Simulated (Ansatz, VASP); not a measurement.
BN, level by level in two programs

```
N B
1.0
     2.48147    0.00000    0.00000
    -1.24074    2.14902    0.00000
     0.00000    0.00000    6.59116
N B
2 2
Direct
  0.66667 0.33333 0.25000
  0.33333 0.66667 0.75000
  0.66667 0.33333 0.75000
  0.33333 0.66667 0.25000
```

Single points on this cell with VASP 6.6.1 and Ansatz 0.2.0. Each row is one pair of runs. Alike in all rows: spin: off; k mesh: 12 × 12 × 4; smearing: fermi-dirac, width 0.05 eV; VASP's potentials, cutoff: VASP PAW PBE potentials, release 64 (N, B), 520 eV.

```csv
level,"Ansatz's potentials, cutoff","gap on the k mesh at the Fermi level (eV), VASP","gap on the k mesh at the Fermi level (eV), Ansatz","least direct gap on the mesh (eV), VASP","least direct gap on the mesh (eV), Ansatz","pressure (GPa), VASP","pressure (GPa), Ansatz"
PBE,"Ansatz PAW, 420 eV",4.31,4.32,4.71,4.71,10.5,10.4
r2SCAN+D4,"Ansatz PAW, 500 eV",4.91,4.87,5.35,5.32,5.8,5.4
r2SCAN,"Ansatz PAW, 500 eV",4.91,?,5.35,?,6.8,?
RPBE,"Ansatz PAW, 420 eV",4.42,4.43,4.78,4.79,14.5,14.4
```

**Question.** Fill in what Ansatz gave in row 3.

**Answer.** gap on the k mesh at the Fermi level (eV): 4.87; least direct gap on the mesh (eV): 5.32; pressure (GPa): 6.4.
